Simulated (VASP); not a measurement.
Input of a VASP 6.6.1 run:

File INCAR:

```
SYSTEM = AlIn2N3
PREC = Accurate
ENCUT = 520
EDIFF = 1E-7
ISMEAR = 0
SIGMA = 0.1
LREAL = .False.
LASPH = .True.
NELM = 60
ALGO = Normal
ISIF = 2
LWAVE = .False.
LCHARG = .False.
GGA = PE
NBANDS = 31
```

Contents of KPOINTS:

```
regular mesh
0
Gamma
  4 4 4
  0 0 0
```

File POSCAR:

```
AlIn2N3
1.0
    4.2134094300      0.0000000000      0.0000000000
    0.0000000000      4.2134094300      0.0000000000
    0.0000000000      0.0000000000      6.0983115900
Al In N
1 2 3
Direct
    0.5000000000      0.5000000000      0.5000000000
    0.5000000000      0.0000000000      0.0000000000
    0.0000000000      0.5000000000      0.0000000000
    0.5000000000      0.0000000000      0.5000000000
    0.0000000000      0.5000000000      0.5000000000
    0.5000000000      0.5000000000      0.0000000000
```

Potentials or basis: VASP PAW PBE potentials, release 64 (Al, In_d, N).

The run is started by

```console
$ cat potpaw_PBE.64/Al/POTCAR potpaw_PBE.64/In_d/POTCAR potpaw_PBE.64/N/POTCAR > POTCAR
$ mpirun -np 1 vasp_std > vasp.out
```

(1) Estimate the pressure.

(2) Predict the band gap on the k mesh.

Answers

(1) -7.3 GPa.

(2) zero (bands 22 and 23 overlap by 0.90 eV).

Caveat: the k points lie up to 0.37 Å⁻¹ apart, too coarse for converged energies and pressures of a metal; spin-orbit coupling is left out, which moves the levels of the heavy elements.
